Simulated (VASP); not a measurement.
# In2SiH2 (I4mm) in VASP: single point with PBE

Aim: the single point of In2SiH2 with PBE.

Program: VASP 6.6.1. These are calculated values, not measurements. Logs are shortened: lines on timing, memory, paths and dates and some standing lists are left out, and cuts for length are marked.

**1. The cell of the first run**

Symmetry: I4mm, No. 107, tetragonal system. The conventional cell has a = 4.651 Å, b = 4.651 Å, c = 8.276 Å, α = 90.00°, β = 90.00°, γ = 90.00°. Within 2.6 Å of In (site symmetry 2mm) lie 2 H at 1.93 to 2.21 Å. Si (site symmetry 4mm) has 4 H at 2.41 Å and 4 In at 2.80 Å within 3.2 Å. H (site symmetry 2mm) has 2 In at 1.93 to 2.21 Å and 2 Si at 2.41 Å within 2.6 Å.

**2. Single point, PBE**

Input file INCAR:

```
SYSTEM = In2SiH2
PREC = Accurate ; ENCUT = 500
EDIFF = 1E-6 ; ISMEAR = 0
SIGMA = 0.15 ; LREAL = .False.
LASPH = .True. ; NELM = 120
ALGO = Normal ; ISIF = 2
LWAVE = .False. ; LCHARG = .False.
GGA = PE ; NBANDS = 24
GGA_COMPAT = .False.
```

Input file KPOINTS:

```
regular mesh
0
Gamma
  3 3 3
  0 0 0
```

Input file POSCAR:

```
In2SiH2
1.0
   -2.3253949014      2.3253949014      4.1381566265
    2.3253949014     -2.3253949014      4.1381566265
    2.3253949014      2.3253949014     -4.1381566265
In Si H
2 1 2
Direct
    0.5492918677      0.0492918677      0.5000000000
    0.0492918677      0.5492918677      0.5000000000
    0.8600748551      0.8600748551      0.0000000000
    0.2819562347      0.7819562347      0.5000000000
    0.7819562347      0.2819562347      0.5000000000
```

Potentials or basis: VASP PAW PBE potentials, release 64 (In_d, Si, H).

Launch:

```bash
$ cat potpaw_PBE.64/In_d/POTCAR potpaw_PBE.64/Si/POTCAR potpaw_PBE.64/H/POTCAR > POTCAR
$ mpirun -np 1 vasp_std > vasp.out
```

OUTCAR:

```text
SYSTEM = In2SiH2
   PREC = Accurate
   ENCUT = 500
   EDIFF = 1E-6
   ISMEAR = 0
   LREAL = .False.
   LASPH = .True.
   NELM = 120
   ISIF = 2
   GGA = PE

 ion  position               nearest neighbor table
   1  0.549  0.049  0.500-   5 1.93   4 2.21   3 2.80   3 2.80   2 3.29   2 3.29   2 3.29   2 3.29
                             3 3.47   3 3.47
   2  0.049  0.549  0.500-   4 1.93   5 2.21   3 2.80   3 2.80   1 3.29   1 3.29   1 3.29   1 3.29
                             3 3.47   3 3.47
   3  0.860  0.860  0.000-   1 2.80   2 2.80   1 2.80   2 2.80   1 3.47   2 3.47   1 3.47   2 3.47

   4  0.282  0.782  0.500-   2 1.93   1 2.21
   5  0.782  0.282  0.500-   1 1.93   2 2.21

  LATTYP: Found a body centered tetragonal cell.
 ALAT       =     4.6507898028
 C/A-ratio  =     1.7795500558

  Lattice vectors:

 A1 = (  -2.3253949014,   2.3253949014,   4.1381566265)
 A2 = (   2.3253949014,  -2.3253949014,   4.1381566265)
 A3 = (   2.3253949014,   2.3253949014,  -4.1381566265)

Analysis of symmetry for initial positions (statically):
=====================================================================
 Subroutine PRICEL returns:
 Original cell was already a primitive cell.

 Routine SETGRP: Setting up the symmetry group for a
 body centered tetragonal supercell.

 Subroutine GETGRP returns: Found  8 space group operations
 (whereof  8 operations were pure point group operations)
 out of a pool of 16 trial point group operations.

The static configuration has the point symmetry C_4v.

Analysis of symmetry for dynamics (positions and initial velocities):
=====================================================================
 Subroutine PRICEL returns:
 Original cell was already a primitive cell.

 Routine SETGRP: Setting up the symmetry group for a
 body centered tetragonal supercell.

 Subroutine GETGRP returns: Found  8 space group operations
 (whereof  8 operations were pure point group operations)
 out of a pool of 16 trial point group operations.

The dynamic configuration has the point symmetry C_4v.

 Subroutine INISYM returns: Found  8 space group operations
 (whereof  8 operations are pure point group operations),
 and found     1 'primitive' translations

----------------------------------------------------------------------------------------

                                     Primitive cell

  volume of cell :      89.5077

  direct lattice vectors                    reciprocal lattice vectors
    -2.325394901  2.325394901  4.138156626     0.000000000  0.215017243  0.120826746
     2.325394901 -2.325394901  4.138156626     0.215017243  0.000000000  0.120826746
     2.325394901  2.325394901 -4.138156626     0.215017243  0.215017243  0.000000000

  length of vectors
     5.285760415  5.285760415  5.285760415     0.246640462  0.246640462  0.304080301

  position of ions in fractional coordinates (direct lattice)
     0.549291868  0.049291868  0.500000000
     0.049291868  0.549291868  0.500000000
     0.860074855  0.860074855  0.000000000
     0.281956235  0.781956235  0.500000000
     0.781956235  0.281956235  0.500000000

  ion indices of the primitive-cell ions
   primitive index   ion index
                 1           1
                 2           2
                 3           3
                 4           4
                 5           5

----------------------------------------------------------------------------------------

 KPOINTS: regular mesh

Automatic generation of k-mesh.
 Grid dimensions read from file:
 generate k-points for:    3    3    3

 Generating k-lattice:

  Cartesian coordinates                     Fractional coordinates (reciprocal lattice)
     0.000000000  0.071672414  0.040275582     0.333333333  0.000000000  0.000000000
     0.071672414  0.000000000  0.040275582     0.000000000  0.333333333  0.000000000
     0.071672414  0.071672414  0.000000000     0.000000000  0.000000000  0.333333333

  Length of vectors
     0.082213487  0.082213487  0.101360100

  Shift w.r.t. Gamma in fractional coordinates (k-lattice)
     0.000000000  0.000000000  0.000000000

 Subroutine IBZKPT returns following result:
 ===========================================

 Found      6 irreducible k-points:

 Following reciprocal coordinates:
            Coordinates               Weight
  0.000000  0.000000  0.000000      1.000000
  0.333333  0.000000  0.000000      8.000000
  0.333333  0.333333  0.000000      8.000000
 -0.333333  0.333333  0.000000      4.000000
 -0.333333  0.333333  0.333333      4.000000
 -0.333333 -0.333333  0.333333      2.000000
   k-points           NKPTS =      6   k-points in BZ     NKDIM =      6   number of bands    NBANDS=     24
   number of dos      NEDOS =    301   number of ions     NIONS =      5
   total plane-waves  NPLWV =  64000
   dimension x,y,z NGX =    40 NGY =   40 NGZ =   40
   dimension x,y,z NGXF=    80 NGYF=   80 NGZF=   80
   ions per type =               2   1   2
   NGX,Y,Z   is equivalent  to a cutoff of  12.58, 12.58, 12.58 a.u.
   NGXF,Y,Z  is equivalent  to a cutoff of  25.16, 25.16, 25.16 a.u.
 SYSTEM =  In2SiH2
   PREC   = accura    normal or accurate (medium, high low for compatibility)
   ISTART =      0    job   : 0-new  1-cont  2-samecut
   ICHARG =      2    charge: 1-file 2-atom 10-const
   ISPIN  =      1    spin polarized calculation?
   LNONCOLLINEAR =      F non collinear calculations
   LSORBIT =      F    spin-orbit coupling
   LASPH  =      T    aspherical Exc in radial PAW
   ENCUT  =  500.0 eV  36.75 Ry    6.06 a.u.   9.64  9.64  9.64*2*pi/ulx,y,z
   NELM   =    120;   NELMIN=  2; NELMDL= -5     # of ELM steps
   EDIFF  = 0.1E-05   stopping-criterion for ELM
   LREAL  =      F    real-space projection
   EDIFFG = 0.1E-04   stopping-criterion for IOM
   NSW    =      0    number of steps for IOM
   IBRION =     -1    ionic relax: 0-MD 1-quasi-New 2-CG
   NFREE  =      0    steps in history (QN), initial steepest desc. (CG)
   ISIF   =      2    stress and relaxation
   ISYM   =      2    0-nonsym 1-usesym 2-fastsym
   POTIM  = 0.5000    time-step for ionic-motion
   TEBEG  =    0.0;   TEEND  =   0.0 temperature during run
   PSTRESS=    0.0 pullay stress
   NELECT =      32.0000    total number of electrons
   NUPDOWN=      -1.0000    fix difference up-down
   EMIN   =  10.00;   EMAX   =-10.00  energy-range for DOS
   EFERMI =   0.00;   METHOD = LEGACY
   ISMEAR =     0;   SIGMA  =   0.15  broadening in eV -4-tet -1-fermi 0-gaus
   EFERMI_NEDOS =   21; number of points for ismear=-14 and -15
   IALGO  =     38    algorithm
   IMIX   =      4    mixing-type and parameters
     AMIX     =   0.40;   BMIX     =  1.00
     AMIX_MAG =   1.60;   BMIX_MAG =  1.00
  volume/ion in A,a.u.               =      17.90       120.81
  Fermi-wavevector in a.u.,A,eV,Ry     =   1.161907  2.195686 18.368245  1.350028
  Thomas-Fermi vector in A             =   2.298474
   LORBIT       =      0    0 simple, 1 ext, 2 COOP (PROOUT), +10 PAW based schemes
   GGA     = PE    functional components
   LHFCALC =     F    Hartree Fock is set to
   AEXX    =    0.0000 exact exchange contribution
   IVDW    =     0    specifies the selected vdW correction
   LEPSILON=     F    determine dielectric tensor
   LRPA    =     F    only Hartree local field effects (RPA)
 non-spin polarized calculation
 Gauss-broadening in eV      SIGMA  =   0.15
  energy-cutoff  :      500.00
  volume of cell :       89.51
 maximum number of plane-waves:      2291
 NGX is ok and might be reduce to    40
   NGX = 19   NGY = 19   NGZ = 19

 number of electron      32.0000009 magnetization

 Free energy of the ion-electron system (eV)
  ---------------------------------------------------
  ext. energy  EPLUGINS =         0.00000000
  ---------------------------------------------------
  free energy    TOTEN  =       -14.89309926 eV

  energy without entropy =      -14.88109385  energy(sigma->0) =      -14.88709655

 E-fermi :   5.6798     XC(G=0):  -9.3519

 val. band max:        5.6149614116   @ k =  -0.3333   0.3333   0.3333
 cond. band min:       5.9001677537   @ k =  -0.3333   0.3333   0.0000
 fundamental gap:      0.2852063421
 Fermi energy:         5.6798490666

 k-point     1 :       0.0000    0.0000    0.0000
  band No.  band energies     occupation
      1      -9.4443      2.00000
      2      -9.4025      2.00000
      3      -9.3677      2.00000
      4      -9.2228      2.00000
      5      -9.2228      2.00000
      6      -9.0805      2.00000
[... 16 lines left out ...]
     23      11.1905      0.00000
     24      12.5480      0.00000

 k-point     2 :       0.3333    0.0000    0.0000
  band No.  band energies     occupation
      1      -9.3237      2.00000
      2      -9.3186      2.00000
      3      -9.2824      2.00000
      4      -9.1966      2.00000
      5      -9.1821      2.00000
      6      -9.1523      2.00000
[... 16 lines left out ...]
     23      11.0358      0.00000
     24      13.3197      0.00000

 k-point     3 :       0.3333    0.3333    0.0000
  band No.  band energies     occupation
      1      -9.3454      2.00000
      2      -9.2953      2.00000
      3      -9.2600      2.00000
      4      -9.2200      2.00000
      5      -9.1965      2.00000
      6      -9.1525      2.00000
[... 16 lines left out ...]
     23      12.6462      0.00000
     24      12.9747      0.00000

 k-point     4 :      -0.3333    0.3333    0.0000
  band No.  band energies     occupation
      1      -9.3905      2.00000
      2      -9.2705      2.00000
      3      -9.2357      2.00000
      4      -9.2339      2.00000
      5      -9.1940      2.00000
      6      -9.1735      2.00000
[... 16 lines left out ...]
     23      12.1517      0.00000
     24      12.8935      0.00000

 k-point     5 :      -0.3333    0.3333    0.3333
  band No.  band energies     occupation
      1      -9.3213      2.00000
      2      -9.2950      2.00000
      3      -9.2600      2.00000
      4      -9.2072      2.00000
      5      -9.1685      2.00000
      6      -9.1622      2.00000
[... 16 lines left out ...]
     23      11.6532      0.00000
     24      13.4432      0.00000

 k-point     6 :      -0.3333   -0.3333    0.3333
  band No.  band energies     occupation
      1      -9.4418      2.00000
      2      -9.3805      2.00000
      3      -9.2960      2.00000
      4      -9.1995      2.00000
      5      -9.1995      2.00000
      6      -9.1801      2.00000
[... 16 lines left out ...]
     23      11.9257      0.00000
     24      13.0783      0.00000

------------------------ aborting loop because EDIFF is reached ----------------------------------------

  FORCE on cell =-STRESS in cart. coord.  units (eV):
  Direction    XX          YY          ZZ          XY          YZ          ZX
  --------------------------------------------------------------------------------------
  -------------------------------------------------------------------------------------
  Total        0.0363923      0.0363923      0.2164390      0.0000000      0.0000000      0.0000000
  in kB        0.6514181      0.6514181      3.8742327      0.0000000      0.0000000      0.0000000
  external PRESSURE =       1.7256896 kB  Pullay stress =       0.0000000 kB

 VOLUME and BASIS-vectors are now :
 -----------------------------------------------------------------------------
  energy-cutoff  :      500.00
  volume of cell :       89.51
      direct lattice vectors                 reciprocal lattice vectors
    -2.325394901  2.325394901  4.138156626     0.000000000  0.215017243  0.120826746
     2.325394901 -2.325394901  4.138156626     0.215017243  0.000000000  0.120826746
     2.325394901  2.325394901 -4.138156626     0.215017243  0.215017243  0.000000000

 POSITION                                       TOTAL-FORCE (eV/Angst)
 -----------------------------------------------------------------------------------
      0.00000      2.32539      0.40795        -0.000000     -0.000000     -0.018232
      2.32539      0.00000      0.40795         0.000000      0.000000     -0.018232
      0.00000      0.00000      7.11825         0.000000      0.000000     -0.008188
      2.32539      0.00000      2.33356        -0.000000      0.000000      0.022326
      0.00000      2.32539      2.33356         0.000000     -0.000000      0.022326
 -----------------------------------------------------------------------------------
    total drift:                               -0.000000     -0.000000     -0.000285

  FREE ENERGIE OF THE ION-ELECTRON SYSTEM (eV)
  ---------------------------------------------------
  free  energy   TOTEN  =       -14.8930992573 eV

  energy  without entropy=      -14.8810938513  energy(sigma->0) =      -14.88709655
```

Run time: 40 s. Hardware: 1 thread of Intel Xeon 8259CL, shared host; peak memory 0.23 GiB.

What came out:

| Item | Value |
| --- | --- |
| Free energy | -14.8931 eV |
| Pressure | 0.2 GPa |
| Largest force | 0.022 eV/Å |
| Band gap on the k mesh | zero (band 16 reaches 5.62 eV, above the bottom of band 17 at 4.14 eV) |

Forces in eV/Å, atoms in the order of the input:
```
In   0.000  0.000 -0.018
In   0.000  0.000 -0.018
Si   0.000  0.000 -0.008
H    0.000  0.000  0.022
H    0.000  0.000  0.022
```

Stress tensor (GPa, compression positive):
```
0.07 0.00 0.00
0.00 0.07 0.00
0.00 0.00 0.39
```

Levels at points of the mesh, in eV from the Fermi level:
```csv
k point,band 14,band 15,band 16,band 17,band 18,band 19
"(0.00, 0.00, 0.00)",-2.20,-1.54,-1.54,-1.54,0.75,0.81
```

Caveat: the k points lie up to 0.64 Å⁻¹ apart; spin-orbit coupling is left out, which moves the levels of the heavy elements.
